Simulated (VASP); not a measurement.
# NaH (Cm) in VASP: single point with PBE

Aim: the single point of NaH with PBE.

Program: VASP 6.6.1. These are calculated values, not measurements. Logs are shortened: lines on timing, memory, paths and dates and some standing lists are left out, and cuts for length are marked.

### 1 The cell of the first run

The structure is monoclinic, space group Cm (No. 8). Conventional cell: a = 5.981 Å, b = 3.426 Å, c = 3.451 Å, α = 90.00°, β = 124.77°, γ = 90.00°. Within 2.5 Å of Na (site symmetry m) lie 3 H at 1.92 to 2.23 Å. Within 2.5 Å of H (site symmetry m) lie 3 Na at 1.92 to 2.23 Å.

### 2 Single point, PBE

File INCAR:

```
SYSTEM = NaH
PREC = Accurate
ENCUT = 520
EDIFF = 1E-6
ISMEAR = 0
SIGMA = 0.1
LREAL = .FALSE.
LASPH = .TRUE.
NELM = 100
ALGO = Normal
ISIF = 2
LWAVE = .FALSE.
LCHARG = .FALSE.
GGA = PE
NBANDS = 11
```

File KPOINTS:

```
Automatic mesh
0
G
  6 6 6
  0 0 0
```

File POSCAR:

```
NaH
1.0
    2.9906901900     -1.7132025700      0.0000000000
    2.9906901900      1.7132025700      0.0000000000
   -1.9682124300      0.0000000000      2.8350524500
Na H
1 1
Direct
    0.9403951700      0.9403951700      0.0018663100
    0.5596048300      0.5596048300      0.4981336900
```

Potentials or basis: VASP PAW PBE potentials, release 64 (Na_pv, H).

On the command line:

```sh
$ cat potpaw_PBE.64/Na_pv/POTCAR potpaw_PBE.64/H/POTCAR > POTCAR
$ mpirun -np 1 vasp_std > vasp.out
```

OUTCAR:

```text
SYSTEM = NaH
   PREC = Accurate
   ENCUT = 520
   EDIFF = 1E-6
   ISMEAR = 0
   LREAL = .FALSE.
   LASPH = .TRUE.
   NELM = 100
   ISIF = 2
   GGA = PE

 ion  position               nearest neighbor table
   1  0.940  0.940  0.002-
   2  0.560  0.560  0.498-

  LATTYP: Found a base centered monoclinic cell.
 ALAT       =     5.9813803800
 B/A-ratio  =     0.5728452167
 C/A-ratio  =     0.5770051173
 COS(beta)  =    -0.5702836014

  Lattice vectors:

 A1 = (   2.9906901900,  -1.7132025700,   0.0000000000)
 A2 = (   2.9906901900,   1.7132025700,   0.0000000000)
 A3 = (  -1.9682124300,   0.0000000000,   2.8350524500)

Analysis of symmetry for initial positions (statically):
=====================================================================
 Subroutine PRICEL returns:
 Original cell was already a primitive cell.

 Routine SETGRP: Setting up the symmetry group for a
 base centered monoclinic supercell.

 Subroutine GETGRP returns: Found  2 space group operations
 (whereof  2 operations were pure point group operations)
 out of a pool of  4 trial point group operations.

The static configuration has the point symmetry C_1h.

Analysis of symmetry for dynamics (positions and initial velocities):
=====================================================================
 Subroutine PRICEL returns:
 Original cell was already a primitive cell.

 Routine SETGRP: Setting up the symmetry group for a
 base centered monoclinic supercell.

 Subroutine GETGRP returns: Found  2 space group operations
 (whereof  2 operations were pure point group operations)
 out of a pool of  4 trial point group operations.

The dynamic configuration has the point symmetry C_1h.

 Subroutine INISYM returns: Found  2 space group operations
 (whereof  2 operations are pure point group operations),
 and found     1 'primitive' translations

----------------------------------------------------------------------------------------

                                     Primitive cell

  volume of cell :      29.0517

  direct lattice vectors                    reciprocal lattice vectors
     2.990690190 -1.713202570  0.000000000     0.167185488 -0.291851068  0.116067185
     2.990690190  1.713202570  0.000000000     0.167185488  0.291851068  0.116067185
    -1.968212430  0.000000000  2.835052450     0.000000000  0.000000000  0.352727160

  length of vectors
     3.446634715  3.446634715  3.451287088     0.355808410  0.355808410  0.352727160

[... 83 lines left out ...]
   NSW    =      0    number of steps for IOM
   IBRION =     -1    ionic relax: 0-MD 1-quasi-New 2-CG
   NFREE  =      0    steps in history (QN), initial steepest desc. (CG)
   ISIF   =      2    stress and relaxation
   ISYM   =      2    0-nonsym 1-usesym 2-fastsym
   POTIM  = 0.5000    time-step for ionic-motion
   TEBEG  =    0.0;   TEEND  =   0.0 temperature during run
   PSTRESS=    0.0 pullay stress
   NELECT =       8.0000    total number of electrons
   NUPDOWN=      -1.0000    fix difference up-down
   EMIN   =  10.00;   EMAX   =-10.00  energy-range for DOS
   EFERMI =   0.00;   METHOD = LEGACY
   ISMEAR =     0;   SIGMA  =   0.10  broadening in eV -4-tet -1-fermi 0-gaus
   EFERMI_NEDOS =   21; number of points for ismear=-14 and -15
   IALGO  =     38    algorithm
   IMIX   =      4    mixing-type and parameters
     AMIX     =   0.40;   BMIX     =  1.00
     AMIX_MAG =   1.60;   BMIX_MAG =  1.00
  volume/ion in A,a.u.               =      14.53        98.03
  Fermi-wavevector in a.u.,A,eV,Ry     =   1.065077  2.012704 15.434305  1.134389
  Thomas-Fermi vector in A             =   2.200617
   LORBIT       =      0    0 simple, 1 ext, 2 COOP (PROOUT), +10 PAW based schemes
   GGA     = PE    functional components
   LHFCALC =     F    Hartree Fock is set to
   AEXX    =    0.0000 exact exchange contribution
   IVDW    =     0    specifies the selected vdW correction
   LEPSILON=     F    determine dielectric tensor
   LRPA    =     F    only Hartree local field effects (RPA)
 non-spin polarized calculation
 Gauss-broadening in eV      SIGMA  =   0.10
  energy-cutoff  :      520.00
  volume of cell :       29.05
 maximum number of plane-waves:       795
 NGX is ok and might be reduce to    28
   NGX = 13   NGY = 13   NGZ = 13

 number of electron       8.0000000 magnetization

 Free energy of the ion-electron system (eV)
  ---------------------------------------------------
  ext. energy  EPLUGINS =         0.00000000
  ---------------------------------------------------
  free energy    TOTEN  =        -4.87030398 eV

  energy without entropy =       -4.87030398  energy(sigma->0) =       -4.87030398

 E-fermi :  -0.6964     XC(G=0):  -7.5913

 val. band max:       -1.2132557760   @ k =  -0.3333   0.1667   0.5000
 cond. band min:       2.3047485348   @ k =   0.5000   0.5000   0.5000
 fundamental gap:      3.5180043108
 Fermi energy:        -0.6963625134

 k-point     1 :       0.0000    0.0000    0.0000
  band No.  band energies     occupation
      1     -23.2656      2.00000
      2     -23.2256      2.00000
      3     -23.2061      2.00000
      4      -4.6926      2.00000
      5       8.1794      0.00000
      6      13.6352      0.00000
      7      13.9581      0.00000
      8      14.0600      0.00000
      9      15.3259      0.00000
     10      15.7404      0.00000
     11      15.9517      0.00000
[... 309 lines left out ...]
 k-point    24 :      -0.1667    0.1667    0.1667
  band No.  band energies     occupation
      1     -23.2802      2.00000
      2     -23.2763      2.00000
      3     -23.2241      2.00000
      4      -3.1212      2.00000
      5       5.1524      0.00000
      6       8.6493      0.00000
      7      10.8328      0.00000
      8      12.5416      0.00000
      9      15.3776      0.00000
     10      16.5965      0.00000
     11      18.2515      0.00000

 [... further k-points ...]
[... 5 lines left out ...]
  --------------------------------------------------------------------------------------
  -------------------------------------------------------------------------------------
  Total        0.6067816      0.1824122      0.8377571      0.0000000      0.0000000      0.7669554
  in kB       33.4635311     10.0598907     46.2016464      0.0000000      0.0000000     42.2969889
  external PRESSURE =      29.9083561 kB  Pullay stress =       0.0000000 kB

 VOLUME and BASIS-vectors are now :
 -----------------------------------------------------------------------------
  energy-cutoff  :      520.00
  volume of cell :       29.05
      direct lattice vectors                 reciprocal lattice vectors
     2.990690190 -1.713202570  0.000000000     0.167185488 -0.291851068  0.116067185
     2.990690190  1.713202570  0.000000000     0.167185488  0.291851068  0.116067185
    -1.968212430  0.000000000  2.835052450     0.000000000  0.000000000  0.352727160

 POSITION                                       TOTAL-FORCE (eV/Angst)
 -----------------------------------------------------------------------------------
      5.62119      0.00000      0.00529         0.668443      0.000000      0.422622
      2.36678      0.00000      1.41224        -0.668443      0.000000     -0.422622
 -----------------------------------------------------------------------------------
    total drift:                               -0.000038     -0.000000     -0.000208

  FREE ENERGIE OF THE ION-ELECTRON SYSTEM (eV)
  ---------------------------------------------------
  free  energy   TOTEN  =        -4.8703039832 eV

  energy  without entropy=       -4.8703039832  energy(sigma->0) =       -4.87030398
```

stdout:

```text
POSCAR found type information on POSCAR NaH
 POSCAR found :  2 types and       2 ions
 scaLAPACK will be used
 LDA part: xc-table for (Slater+PW92), standard interpolation
 POSCAR, INCAR and KPOINTS ok, starting setup
 FFT: planning ... GRIDC
 FFT: planning ... GRID_SOFT
 FFT: planning ... GRID
 WAVECAR not read
 entering main loop
```

Wall time 10 s (1 thread of AMD EPYC 9R45 (Zen 5), shared host); peak memory 0.13 GiB.

What came out:

```yaml
Free_energy: -4.8703 eV
Pressure: 3.0 GPa
Largest_force: 0.791 eV/Å
Band_gap_on_the_k_mesh: 3.52 eV, indirect (least direct gap 4.32 eV)
```

Forces on the atoms (eV/Å):
```
Na   0.668  0.000  0.423
H   -0.668  0.000 -0.423
```

Stress tensor (GPa, compression positive):
```
3.35 0.00 4.23
0.00 1.01 0.00
4.23 0.00 4.62
```
